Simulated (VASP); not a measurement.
# Rb2PdO2 (I4/mmm) in VASP: settings compared, part 3 of 3

VASP 6.6.1. The steps go on from the part before.

**7. Relaxation of cell and atoms, PBE+U**

This run uses another cell than the first one, of 24.68 Å³/atom, 0.995 times its volume.

Contents of INCAR:

```
SYSTEM = Rb2PdO2
PREC = Accurate
ENCUT = 600
EDIFF = 1E-7
ISMEAR = -1
SIGMA = 0.1
LREAL = .FALSE.
LASPH = .TRUE.
NELM = 150
ALGO = Normal
ISIF = 3
LWAVE = .FALSE.
LCHARG = .FALSE.
LMAXMIX = 4
LDAU = .TRUE.
LDAUTYPE = 2
LDAUL = -1 -1 2
LDAUU = 0 0 1
LDAUJ = 0 0 0
LDAUPRINT = 1
GGA = PE
IBRION = 2
NSW = 60
EDIFFG = -0.005
```

Contents of KPOINTS:

```
Automatic mesh
0
G
  5 5 5
  0 0 0
```

Contents of POSCAR:

```
Rb2PdO2
1.0
    0.0000000000      4.2762690000      0.0000000000
    4.2762690000      0.0000000000      0.0000000000
    2.1381350000      2.1381350000     -6.7469800000
Rb O Pd
2 2 1
Direct
    0.3451000000      0.3451000000      0.3098000000
    0.6549000000      0.6549000000      0.6902000000
    0.1273000000      0.1273000000      0.7454000000
    0.8727000000      0.8727000000      0.2546000000
    0.0000000000      0.0000000000      0.0000000000
```

Potentials or basis: VASP PAW PBE potentials, release 64 (Rb_sv, O, Pd).

On the command line:

```sh
$ cat potpaw_PBE.64/Rb_sv/POTCAR potpaw_PBE.64/O/POTCAR potpaw_PBE.64/Pd/POTCAR > POTCAR
$ mpirun -np 1 vasp_std > vasp.out
```

OUTCAR:

```text
SYSTEM = Rb2PdO2
   PREC = Accurate
   ENCUT = 600
   EDIFF = 1E-7
   ISMEAR = -1
   LREAL = .FALSE.
   LASPH = .TRUE.
   NELM = 150
   ISIF = 3
   GGA = PE
   IBRION = 2
   NSW = 60
   EDIFFG = -0.005

 ion  position               nearest neighbor table
   1  0.345  0.345  0.310-   3 2.94   4 3.05   4 3.05   4 3.05   4 3.05   5 3.68   5 3.68   5 3.68
                             5 3.68   2 3.97   2 3.97   2 3.97   2 3.97   2 4.18
   2  0.655  0.655  0.690-   4 2.94   3 3.05   3 3.05   3 3.05   3 3.05   5 3.68   5 3.68   5 3.68
                             5 3.68   1 3.97   1 3.97   1 3.97   1 3.97   1 4.18
   3  0.127  0.127  0.745-   5 1.72   1 2.94   2 3.05   2 3.05   2 3.05   2 3.05
   4  0.873  0.873  0.255-   5 1.72   2 2.94   1 3.05   1 3.05   1 3.05   1 3.05
   5  0.000  0.000  0.000-   3 1.72   4 1.72   2 3.68   1 3.68   2 3.68   1 3.68   1 3.68   2 3.68
                             2 3.68   1 3.68

  LATTYP: Found a body centered tetragonal cell.
 ALAT       =     4.2762690000
[... 904 lines left out ...]
  o =  0.9295  v =  0.0000 -0.0000 -0.0000  0.0000 -1.0000  0.0000  0.0000  0.0000  0.0000  0.0000      0.0000  0.0000  0.0000  0.0000  0.0000  0.0000  0.0000  0.0000  0.0000  0.0000
  o =  0.9295  v =  0.0000  0.0000  0.0000  0.0000  0.0000  0.0000 -0.0000 -0.0000  0.0000 -1.0000      0.0000  0.0000  0.0000  0.0000  0.0000  0.0000  0.0000  0.0000  0.0000  0.0000

--------------------------------------- Ionic step       21  -------------------------------------------

 number of electron      40.0000001 magnetization

 Free energy of the ion-electron system (eV)
  ---------------------------------------------------
  ext. energy  EPLUGINS =         0.00000000
  ---------------------------------------------------
  free energy    TOTEN  =       -20.64030952 eV

  energy without entropy =      -20.36416815  energy(sigma->0) =      -20.50223884

 E-fermi :   0.9687     XC(G=0):  -8.3793

 val. band max:        0.9609198116   @ k =   0.2000   0.0000  -0.0000
 cond. band min:       0.9692791537   @ k =  -0.4000   0.2000   0.0000
 fundamental gap:      0.0083593420
 Fermi energy:         0.9686927231

 k-point     1 :       0.0000    0.0000    0.0000
  band No.  band energies     occupation
      1     -25.1254      2.00000
      2     -25.0630      2.00000
      3     -16.2882      2.00000
      4     -15.7234      2.00000
      5      -9.5779      2.00000
      6      -9.1987      2.00000
[... 507 lines left out ...]
  FREE ENERGIE OF THE ION-ELECTRON SYSTEM (eV)
  ---------------------------------------------------
  free  energy   TOTEN  =       -20.6403095225 eV

  energy  without entropy=      -20.3641681541  energy(sigma->0) =      -20.50223884

 reached required accuracy - stopping structural energy minimisation
```

OSZICAR:

```text
N       E                     dE             d eps       ncg     rms          rms(c)
DAV:   1     0.301180969122E+03    0.30118E+03   -0.20953E+04   864   0.166E+03
DAV:   2    -0.231460931533E+01   -0.30350E+03   -0.29936E+03  1136   0.334E+02
DAV:   3    -0.244510448661E+02   -0.22136E+02   -0.21907E+02  1232   0.964E+01
DAV:   4    -0.252324857377E+02   -0.78144E+00   -0.78077E+00  1312   0.140E+01
[... 232 lines left out ...]
  20 F= -.20640310E+02 E0= -.20502245E+02  d E =-.160369E-04
       N       E                     dE             d eps       ncg     rms          rms(c)
DAV:   1    -0.206403099817E+02   -0.51245E-06   -0.21695E-05   864   0.328E-02    0.602E-03
DAV:   2    -0.206403095313E+02    0.45036E-06   -0.14876E-06  1040   0.832E-03    0.233E-03
DAV:   3    -0.206403095225E+02    0.87566E-08   -0.16813E-07   584   0.428E-03
  21 F= -.20640310E+02 E0= -.20502239E+02  d E =-.160037E-04
```

CONTCAR:

```text
Rb2PdO2
   1.00000000000000
     0.0000000000000004    4.2399058592316665   -0.0000000052720145
     4.2399058592316665    0.0000000000000004   -0.0000000052720145
     2.1199534333982570    2.1199534333982570   -6.8611467551488525
  Rb              O               Pd
     2     2     1
Direct
     0.3493477233151172    0.3493477233151172    0.3013045533673717
     0.6506522766848827    0.6506522766848827    0.6986954466326283
     0.1359424332849823    0.1359424332849823    0.7281151334333060
     0.8640575667150175    0.8640575667150175    0.2718848665666942
     0.0000000000000000    0.0000000000000000    0.0000000000000000

  0.00000000E+00  0.00000000E+00  0.00000000E+00
  0.00000000E+00  0.00000000E+00  0.00000000E+00
  0.00000000E+00  0.00000000E+00  0.00000000E+00
  0.00000000E+00  0.00000000E+00  0.00000000E+00
  0.00000000E+00  0.00000000E+00  0.00000000E+00
```

It took 17 min on 1 thread of Oxide Virtual Turin-like, shared host; peak memory 0.29 GiB.

Results:

* Free energy: -20.6403 eV
* Relaxed volume: 24.67 Å³/atom
* Relaxed cell: a = 4.240 Å, b = 4.240 Å, c = 7.488 Å, α = 73.55°, β = 73.55°, γ = 90.00°
* Space group after relaxing (to 0.05 Å): I4/mmm (No. 139)
* Energy gained by relaxing: 129.0 meV/atom
* Ionic steps: 21
* Pressure after relaxing: 0.0 GPa
* Largest force after relaxing: 0.004 eV/Å
* Band gap on the k mesh: zero (band 20 reaches 1.09 eV, above the bottom of band 21 at 0.95 eV)

Forces in eV/Å, atoms in the order of the input:
```
Rb   0.000  0.000 -0.004
Rb   0.000  0.000  0.004
O    0.000  0.000  0.004
O    0.000  0.000 -0.004
Pd   0.000  0.000  0.000
```

Step by step:
| step | energy change (eV) | largest force (eV/Å) | pressure (GPa) | volume (Å³) |
| --- | --- | --- | --- | --- |
| 1 | 0.0000 | 4.9465 | 6.77 | 123.38 |
| 2 | 1.0099 | 2.5952 | -6.17 | 141.93 |
| 3 | -0.5943 | 0.5417 | -1.93 | 129.19 |
| 4 | -0.6166 | 0.1497 | -1.24 | 128.41 |
| 5 | -0.6213 | 0.1672 | -0.69 | 127.84 |
| 6 | -0.6213 | 0.1394 | -0.78 | 127.93 |
| 7 | -0.6314 | 0.1188 | -0.52 | 126.17 |
| 8 | -0.6412 | 0.0731 | 0.10 | 122.49 |
| 9 | -0.6412 | 0.0699 | 0.14 | 122.23 |
| 10 | -0.6419 | 0.0583 | -0.05 | 122.45 |
| 11 | -0.6419 | 0.0649 | -0.06 | 122.46 |
| 12 | -0.6424 | 0.0600 | -0.05 | 122.50 |
| 13 | -0.6435 | 0.0448 | -0.02 | 122.62 |
| 14 | -0.6448 | 0.0129 | 0.04 | 122.86 |
| 15 | -0.6449 | 0.0078 | 0.06 | 122.95 |
| 16 | -0.6449 | 0.0070 | 0.03 | 123.08 |
| 17 | -0.6449 | 0.0146 | -0.04 | 123.39 |
| 18 | -0.6449 | 0.0122 | -0.02 | 123.31 |
| 19 | -0.6449 | 0.0170 | 0.02 | 123.37 |
| 20 | -0.6450 | 0.0054 | 0.00 | 123.34 |
| 21 | -0.6450 | 0.0043 | 0.00 | 123.34 |

Final structure:
```
Rb O Pd
1.0
     0.00000    4.23991    0.00000
     4.23991    0.00000    0.00000
     2.11995    2.11995   -6.86115
Rb O Pd
2 2 1
Cartesian
  2.1200 2.1200 -2.0673
  4.2399 4.2399 -4.7939
  2.1200 2.1200 -4.9957
  4.2399 4.2399 -1.8654
  0.0000 0.0000 0.0000
```

Eigenvalues of the final occupation matrices:
```csv
site,spin,trace,eigenvalues
site 5 d,1,4.22,0.77 0.77 0.82 0.93 0.93
site 5 d,2,4.22,0.77 0.77 0.82 0.93 0.93
```

Caveat: U without spin polarisation on a metal has little footing.

**8. Overview**

| task | level | U | cell | k mesh | cutoff (eV) | gap on the mesh (eV) | pressure (GPa) | relaxed volume (Å³/atom) | largest force (eV/Å) |
| --- | --- | --- | --- | --- | --- | --- | --- | --- | --- |
| single point | PBE | - | a = 4.251, b = 4.251, c = 7.491 Å, angles 73.5, 73.5, 90.0°, 5 atoms | 5 × 5 × 5 | 520 | none | 0.0 | - | 0.02 |
| single point | PBE+U | Pd d U = 1.0 eV | a = 4.246, b = 4.246, c = 7.498 Å, angles 73.6, 73.6, 90.0°, 5 atoms | 5 × 5 × 5 | 520 | none | -0.3 | - | 0.20 |
| relaxation of cell and atoms | PBE | - | relaxed from a = 4.276, b = 4.276, c = 7.394 Å, angles 73.2, 73.2, 90.0°, 5 atoms | 5 × 5 × 5 | 600 | none | 0.1 | 24.68 | 0.01 |
| single point | PBE | - | a = 4.249, b = 4.249, c = 7.495 Å, angles 73.5, 73.5, 90.0°, 5 atoms | 8 × 8 × 8 | 520 | none | 0.0 | - | 0.01 |
| relaxation of cell and atoms | PBE+U | Pd d U = 1.0 eV | relaxed from a = 4.276, b = 4.276, c = 7.394 Å, angles 73.2, 73.2, 90.0°, 5 atoms | 5 × 5 × 5 | 600 | none | 0.0 | 24.67 | - |

Alike in all rows: potentials or basis VASP PAW PBE potentials, release 64 (Rb_sv, O, Pd); no spin polarisation; smearing fermi-dirac 0.1 eV.

Caveats: U without spin polarisation on a metal has little footing (some runs).

Total energies depend on the potentials used, so only differences within one code and one set of settings carry meaning.
